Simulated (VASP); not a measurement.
Runs of VASP 6.6.1 on BP. The structure is that of space group I-4m2 (No. 119), or close to it. The cells are those of the table. 

```csv
cell,k mesh,smearing,gap on the mesh (eV),pressure (GPa)
"a = 3.237, b = 3.237, c = 3.304 Å, angles 59.3, 59.3, 61.4°, 2 atoms",10 × 10 × 10,fermi-dirac 0.02 eV,0.69,(a)
"a = 3.247, b = 3.247, c = 3.336 Å, angles 59.1, 59.1, 61.8°, 2 atoms",6 × 6 × 6,gaussian 0.01 eV,0.65,-8.0
"a = 3.247, b = 3.247, c = 3.336 Å, angles 59.1, 59.1, 61.8°, 2 atoms",10 × 10 × 10,fermi-dirac 0.02 eV,(b),-8.1
"a = 3.237, b = 3.237, c = 3.304 Å, angles 59.3, 59.3, 61.4°, 2 atoms",6 × 6 × 6,gaussian 0.01 eV,0.83,-6.0
```

Alike in all rows: task single point; level PBE; potentials or basis VASP PAW PBE potentials, release 64 (B, P); no spin polarisation; cutoff (eV) 520.

Problem. Estimate the missing entries.

Solution. (a) -6.1; (b) 0.52.

A k mesh can miss the band edges.
